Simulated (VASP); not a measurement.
**LuBW3: single point with PBE**

Crystal: LuBW3.

```
Lu B W
1.0
     4.33487    0.00000    0.00000
     0.00000    4.33487    0.00000
     0.00000    0.00000    4.34016
Lu B W
1 1 3
Direct
  0.00000 0.00000 0.04125
  0.50000 0.50000 0.57522
  0.00000 0.50000 0.54205
  0.50000 0.50000 0.07203
  0.50000 0.00000 0.54205
```

The cell was built from a structure type or drawn by symmetry, and may not be a known phase.

- Program: VASP 6.6.1
- Task: single point
- Functional: PBE
- Potentials or basis: VASP PAW PBE potentials, release 64 (Lu, B, W_sv)
- Cutoff: 520 eV
- k mesh: 4 × 4 × 4
- Occupations: gaussian, width 0.1 eV
- Spin: no spin polarisation

The pressure is 0.3 GPa. The largest force is 0.005 eV/Å and the band gap on the k mesh is zero (bands 35 and 36 overlap by 1.05 eV).

Forces on the atoms (eV/Å):
```
Lu   0.000  0.000  0.004
B    0.000  0.000 -0.002
W    0.000  0.000 -0.003
W    0.000  0.000  0.005
W    0.000  0.000 -0.003
```

Stress tensor (GPa, compression positive):
```
0.32 0.00 0.00
0.00 0.32 0.00
0.00 0.00 0.19
```

Levels at points of the mesh, in eV from the Fermi level:
```csv
k point,band 33,band 34,band 35,band 36,band 37,band 38
"(0.00, 0.00, 0.00)",-0.42,0.11,0.11,0.15,1.77,1.96
"(0.50, 0.00, 0.00)",-1.58,-1.16,-0.11,0.96,1.19,1.24
"(0.50, 0.50, 0.00)",-1.24,-1.24,-0.45,-0.45,0.10,0.51
"(0.00, 0.00, 0.50)",-1.63,-1.14,-0.03,0.96,1.16,1.16
"(0.50, 0.00, 0.50)",-1.30,-1.09,-0.46,-0.43,0.07,0.67
"(0.50, 0.50, 0.50)",-0.63,-0.63,0.58,0.75,0.76,0.76
```

Wall time 61 s on 1 thread of Intel(R) Xeon(R) 6975P-C (Granite Rapids) (shared host), peak memory 0.23 GiB.

Caveat: the k points lie up to 0.36 Å⁻¹ apart, too coarse for converged energies and pressures of a metal; spin-orbit coupling is left out, which moves the levels of the heavy elements.
